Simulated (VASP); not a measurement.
# AgPtC2N2 (Immm) in VASP: single point with PBE

Aim: the single point of AgPtC2N2 with PBE.

Everything below comes from runs of VASP 6.6.1. Logs are shortened: lines on timing, memory, paths and dates and some standing lists are left out, and cuts for length are marked.

## Step 1: The cell of the first run

The structure is orthorhombic, space group Immm (No. 71). Conventional cell: a = 3.058 Å, b = 5.589 Å, c = 10.261 Å, α = 90.00°, β = 90.00°, γ = 90.00°. Ag (site symmetry mmm) has 2 C at 2.03 Å within 2.7 Å. Pt (site symmetry mmm) has 2 N at 1.94 Å within 2.6 Å. Within 1.6 Å of C (site symmetry mm2) lie 1 N at 1.16 Å. Within 1.6 Å of N (site symmetry mm2) lie 1 C at 1.16 Å.

## Step 2: Single point, PBE

INCAR

```
SYSTEM = AgPtC2N2
  ALGO = Normal
  EDIFF = 1E-6
  ENCUT = 600
  GGA = PE
  GGA_COMPAT = .False.
  ISIF = 2
  ISMEAR = 0
  LASPH = .True.
  LCHARG = .True.
  LELF = .True.
  LREAL = .False.
  LVHAR = .True.
  LWAVE = .False.
  NBANDS = 28
  NELM = 120
  PREC = Accurate
  SIGMA = 0.1
```

KPOINTS

```
k-points
0
Gamma
  14 14 14
  0 0 0
```

POSCAR

```
AgPtC2N2
1.0
   -1.5291882146      2.7945957986      5.1304545625
    1.5291882146     -2.7945957986      5.1304545625
    1.5291882146      2.7945957986     -5.1304545625
Ag Pt C N
1 1 2 2
Direct
    0.0000000000      0.0000000000      0.0000000000
    0.5000000000      0.5000000000      0.0000000000
    0.8021712521      0.8021712521      0.0000000000
    0.1978287479      0.1978287479      0.0000000000
    0.6888448603      0.6888448603      0.0000000000
    0.3111551397      0.3111551397      0.0000000000
```

Potentials or basis: VASP PAW PBE potentials, release 64 (Ag, Pt, C, N).

Command:

```
cat potpaw_PBE.64/Ag/POTCAR potpaw_PBE.64/Pt/POTCAR potpaw_PBE.64/C/POTCAR potpaw_PBE.64/N/POTCAR > POTCAR
mpirun -np 1 vasp_std > vasp.out
```

OUTCAR:

```text
SYSTEM = AgPtC2N2
   EDIFF = 1E-6
   ENCUT = 600
   GGA = PE
   ISIF = 2
   ISMEAR = 0
   LASPH = .True.
   LREAL = .False.
   NELM = 120
   PREC = Accurate

 ion  position               nearest neighbor table
   1  0.000  0.000  0.000-   3 2.03   4 2.03   2 3.19   2 3.19   2 3.19   2 3.19
   2  0.500  0.500  0.000-   5 1.94   6 1.94   1 3.19   1 3.19   1 3.19   1 3.19
   3  0.802  0.802  0.000-   5 1.16   1 2.03
   4  0.198  0.198  0.000-   6 1.16   1 2.03
   5  0.689  0.689  0.000-   3 1.16   2 1.94
   6  0.311  0.311  0.000-   4 1.16   2 1.94

  LATTYP: Found a body centered orthorhombic cell.
 ALAT       =     3.0583764292
 B/A-ratio  =     1.8275028358
 C/A-ratio  =     3.3550183774

  Lattice vectors:

 A1 = (  -1.5291882146,   2.7945957986,   5.1304545625)
 A2 = (   1.5291882146,  -2.7945957986,   5.1304545625)
 A3 = (   1.5291882146,   2.7945957986,  -5.1304545625)

Analysis of symmetry for initial positions (statically):
=====================================================================
 Subroutine PRICEL returns:
 Original cell was already a primitive cell.

 Routine SETGRP: Setting up the symmetry group for a
 body centered orthorhombic supercell.

 Subroutine GETGRP returns: Found  8 space group operations
 (whereof  8 operations were pure point group operations)
 out of a pool of  8 trial point group operations.

The static configuration has the point symmetry D_2h.

Analysis of symmetry for dynamics (positions and initial velocities):
=====================================================================
 Subroutine PRICEL returns:
 Original cell was already a primitive cell.

 Routine SETGRP: Setting up the symmetry group for a
 body centered orthorhombic supercell.

 Subroutine GETGRP returns: Found  8 space group operations
 (whereof  8 operations were pure point group operations)
 out of a pool of  8 trial point group operations.

The dynamic configuration has the point symmetry D_2h.

 Subroutine INISYM returns: Found  8 space group operations
 (whereof  8 operations are pure point group operations),
 and found     1 'primitive' translations

----------------------------------------------------------------------------------------

                                     Primitive cell

  volume of cell :      87.6992

  direct lattice vectors                    reciprocal lattice vectors
    -1.529188215  2.794595799  5.130454562     0.000000000  0.178916751  0.097457251
     1.529188215 -2.794595799  5.130454562     0.326970869  0.000000000  0.097457251
     1.529188215  2.794595799 -5.130454562     0.326970869  0.178916751  0.000000000

  length of vectors
     6.039018653  6.039018653  6.039018653     0.203737870  0.341185969  0.372721281

  position of ions in fractional coordinates (direct lattice)
     0.000000000  0.000000000  0.000000000
     0.500000000  0.500000000  0.000000000
     0.802171252  0.802171252  0.000000000
     0.197828748  0.197828748  0.000000000
     0.688844860  0.688844860  0.000000000
     0.311155140  0.311155140  0.000000000

  ion indices of the primitive-cell ions
   primitive index   ion index
                 1           1
                 2           2
                 3           3
                 4           4
                 5           5
                 6           6

----------------------------------------------------------------------------------------

 KPOINTS: k-points

Automatic generation of k-mesh.
 Grid dimensions read from file:
 generate k-points for:   14   14   14

 Generating k-lattice:

  Cartesian coordinates                     Fractional coordinates (reciprocal lattice)
     0.000000000  0.012779768  0.006961232     0.071428571 -0.000000000  0.000000000
     0.023355062  0.000000000  0.006961232     0.000000000  0.071428571  0.000000000
     0.023355062  0.012779768  0.000000000     0.000000000 -0.000000000  0.071428571

  Length of vectors
     0.014552705  0.024370426  0.026622949

  Shift w.r.t. Gamma in fractional coordinates (k-lattice)
     0.000000000  0.000000000  0.000000000

 Subroutine IBZKPT returns following result:
 ===========================================

 Found    428 irreducible k-points:

 Following reciprocal coordinates:
            Coordinates               Weight
  0.000000  0.000000  0.000000      1.000000
  0.071429  0.000000  0.000000      4.000000
  0.142857  0.000000 -0.000000      4.000000
  0.214286  0.000000  0.000000      4.000000
  0.285714 -0.000000  0.000000      4.000000
  0.357143  0.000000  0.000000      4.000000
[... 16 lines left out ...]
  0.000000  0.142857 -0.000000      4.000000
  0.071429  0.142857 -0.000000      8.000000
 [... further k-points ...]
   k-points           NKPTS =    428   k-points in BZ     NKDIM =    428   number of bands    NBANDS=     28
   number of dos      NEDOS =    301   number of ions     NIONS =      6
   total plane-waves  NPLWV = 110592
   dimension x,y,z NGX =    48 NGY =   48 NGZ =   48
   dimension x,y,z NGXF=    96 NGYF=   96 NGZF=   96
   ions per type =               1   1   2   2
   NGX,Y,Z   is equivalent  to a cutoff of  13.21, 13.21, 13.21 a.u.
   NGXF,Y,Z  is equivalent  to a cutoff of  26.43, 26.43, 26.43 a.u.
 SYSTEM =  AgPtC2N2
   PREC   = accura    normal or accurate (medium, high low for compatibility)
   ISTART =      0    job   : 0-new  1-cont  2-samecut
   ICHARG =      2    charge: 1-file 2-atom 10-const
   ISPIN  =      1    spin polarized calculation?
   LNONCOLLINEAR =      F non collinear calculations
   LSORBIT =      F    spin-orbit coupling
   LASPH  =      T    aspherical Exc in radial PAW
   ENCUT  =  600.0 eV  44.10 Ry    6.64 a.u.  12.06 12.06 12.06*2*pi/ulx,y,z
   NELM   =    120;   NELMIN=  2; NELMDL= -5     # of ELM steps
   EDIFF  = 0.1E-05   stopping-criterion for ELM
   LREAL  =      F    real-space projection
   EDIFFG = 0.1E-04   stopping-criterion for IOM
   NSW    =      0    number of steps for IOM
   IBRION =     -1    ionic relax: 0-MD 1-quasi-New 2-CG
   NFREE  =      0    steps in history (QN), initial steepest desc. (CG)
   ISIF   =      2    stress and relaxation
   ISYM   =      2    0-nonsym 1-usesym 2-fastsym
   POTIM  = 0.5000    time-step for ionic-motion
   TEBEG  =    0.0;   TEEND  =   0.0 temperature during run
   PSTRESS=    0.0 pullay stress
   NELECT =      39.0000    total number of electrons
   NUPDOWN=      -1.0000    fix difference up-down
   EMIN   =  10.00;   EMAX   =-10.00  energy-range for DOS
   EFERMI =   0.00;   METHOD = LEGACY
   ISMEAR =     0;   SIGMA  =   0.10  broadening in eV -4-tet -1-fermi 0-gaus
   EFERMI_NEDOS =   21; number of points for ismear=-14 and -15
   IALGO  =     38    algorithm
   IMIX   =      4    mixing-type and parameters
     AMIX     =   0.40;   BMIX     =  1.00
     AMIX_MAG =   1.60;   BMIX_MAG =  1.00
  volume/ion in A,a.u.               =      14.62        98.64
  Fermi-wavevector in a.u.,A,eV,Ry     =   1.249581  2.361366 21.244856  1.561453
  Thomas-Fermi vector in A             =   2.383615
   LORBIT       =      0    0 simple, 1 ext, 2 COOP (PROOUT), +10 PAW based schemes
   GGA     = PE    functional components
   LHFCALC =     F    Hartree Fock is set to
   AEXX    =    0.0000 exact exchange contribution
   IVDW    =     0    specifies the selected vdW correction
   LEPSILON=     F    determine dielectric tensor
   LRPA    =     F    only Hartree local field effects (RPA)
 non-spin polarized calculation
 Gauss-broadening in eV      SIGMA  =   0.10
  energy-cutoff  :      600.00
  volume of cell :       87.70
 maximum number of plane-waves:      2952
   NGX = 25   NGY = 25   NGZ = 25

 number of electron      39.0000000 magnetization

 Free energy of the ion-electron system (eV)
  ---------------------------------------------------
  ext. energy  EPLUGINS =         0.00000000
  ---------------------------------------------------
  free energy    TOTEN  =       -40.71612362 eV

  energy without entropy =      -40.70978889  energy(sigma->0) =      -40.71295626

 E-fermi :   3.0915     XC(G=0): -10.2030

 val. band max:        3.0874471322   @ k =   0.1429   0.2143   0.0000
 cond. band min:       3.0933811348   @ k =  -0.0714   0.2857   0.0000
 fundamental gap:      0.0059340026
 Fermi energy:         3.0914833468

 k-point     1 :       0.0000    0.0000    0.0000
  band No.  band energies     occupation
      1     -14.9122      2.00000
      2     -14.3738      2.00000
      3      -6.2114      2.00000
      4      -4.3364      2.00000
      5      -4.1871      2.00000
      6      -2.7598      2.00000
[... 20 lines left out ...]
     27      10.5905      0.00000
     28      12.2534      0.00000

 k-point     2 :       0.0714    0.0000    0.0000
  band No.  band energies     occupation
      1     -14.9062      2.00000
      2     -14.3805      2.00000
      3      -6.2142      2.00000
      4      -4.4713      2.00000
      5      -4.0306      2.00000
      6      -2.7387      2.00000
[... 20 lines left out ...]
     27      10.8038      0.00000
     28      12.3166      0.00000

 k-point     3 :       0.1429    0.0000   -0.0000
  band No.  band energies     occupation
      1     -14.8884      2.00000
      2     -14.3999      2.00000
      3      -6.2222      2.00000
      4      -4.6353      2.00000
      5      -3.8035      2.00000
      6      -2.6773      2.00000
[... 20 lines left out ...]
     27      11.2350      0.00000
     28      12.4795      0.00000

 k-point     4 :       0.2143    0.0000    0.0000
  band No.  band energies     occupation
      1     -14.8599      2.00000
      2     -14.4309      2.00000
      3      -6.2340      2.00000
      4      -4.7739      2.00000
      5      -3.5653      2.00000
      6      -2.5812      2.00000
[... 578 lines left out ...]
     27      10.8431      0.00000
     28      12.4928      0.00000

 k-point    23 :       0.0000    0.1429   -0.0000
  band No.  band energies     occupation
      1     -14.8374      2.00000
      2     -14.3459      2.00000
      3      -6.1590      2.00000
      4      -4.5601      2.00000
      5      -3.7514      2.00000
      6      -2.6022      2.00000
[... 20 lines left out ...]
     27      10.7538      0.00000
     28      12.8935      0.00000

 k-point    24 :       0.0714    0.1429   -0.0000
  band No.  band energies     occupation
      1     -14.8264      2.00000
      2     -14.3576      2.00000
      3      -6.1562      2.00000
      4      -4.7076      2.00000
      5      -3.5329      2.00000
      6      -2.5634      2.00000
[... 20 lines left out ...]
     27      11.0259      0.00000
     28      12.8860      0.00000

 [... further k-points ...]

------------------------ aborting loop because EDIFF is reached ----------------------------------------

  FORCE on cell =-STRESS in cart. coord.  units (eV):
  Direction    XX          YY          ZZ          XY          YZ          ZX
  --------------------------------------------------------------------------------------
  -------------------------------------------------------------------------------------
  Total       -0.0875639     -0.0610975      0.6875057     -0.0000000      0.0000000      0.0000000
  in kB       -1.5997045     -1.1161898     12.5600422     -0.0000000      0.0000000      0.0000000
  external PRESSURE =       3.2813826 kB  Pullay stress =       0.0000000 kB

 VOLUME and BASIS-vectors are now :
 -----------------------------------------------------------------------------
  energy-cutoff  :      600.00
  volume of cell :       87.70
      direct lattice vectors                 reciprocal lattice vectors
    -1.529188215  2.794595799  5.130454562     0.000000000  0.178916751  0.097457251
     1.529188215 -2.794595799  5.130454562     0.326970869  0.000000000  0.097457251
     1.529188215  2.794595799 -5.130454562     0.326970869  0.178916751  0.000000000

 POSITION                                       TOTAL-FORCE (eV/Angst)
 -----------------------------------------------------------------------------------
      0.00000      0.00000      0.00000        -0.000000      0.000000     -0.000000
      0.00000      0.00000      5.13045        -0.000000      0.000000     -0.000000
      0.00000      0.00000      8.23101        -0.000000     -0.000000      0.386675
      0.00000      0.00000      2.02990         0.000000     -0.000000     -0.386675
      0.00000      0.00000      7.06817        -0.000000      0.000000     -0.362134
      0.00000      0.00000      3.19273         0.000000      0.000000      0.362134
 -----------------------------------------------------------------------------------
    total drift:                                0.000000     -0.000000     -0.000000

  FREE ENERGIE OF THE ION-ELECTRON SYSTEM (eV)
  ---------------------------------------------------
  free  energy   TOTEN  =       -40.7161236237 eV

  energy  without entropy=      -40.7097888906  energy(sigma->0) =      -40.71295626
```

Run time: 56 min. Hardware: 1 thread of Oxide Virtual Turin-like, shared host; peak memory 1.4 GiB.

What came out:

```
Free energy            : -40.7161 eV
Pressure               : 0.3 GPa
Largest force          : 0.387 eV/Å
Band gap on the k mesh : zero (an odd number of electrons rules out a gap without spin polarisation)
```

Forces in eV/Å, atoms in the order of the input:
```
Ag   0.000  0.000  0.000
Pt   0.000  0.000  0.000
C    0.000  0.000  0.387
C    0.000  0.000 -0.387
N    0.000  0.000 -0.362
N    0.000  0.000  0.362
```

Stress tensor (GPa, compression positive):
```
-0.16  0.00  0.00
 0.00 -0.11  0.00
 0.00  0.00  1.26
```

Caveat: spin-orbit coupling is left out, which moves the levels of the heavy elements; an odd number of electrons without spin polarisation forces a metal; a magnetic or distorted state may lie lower.
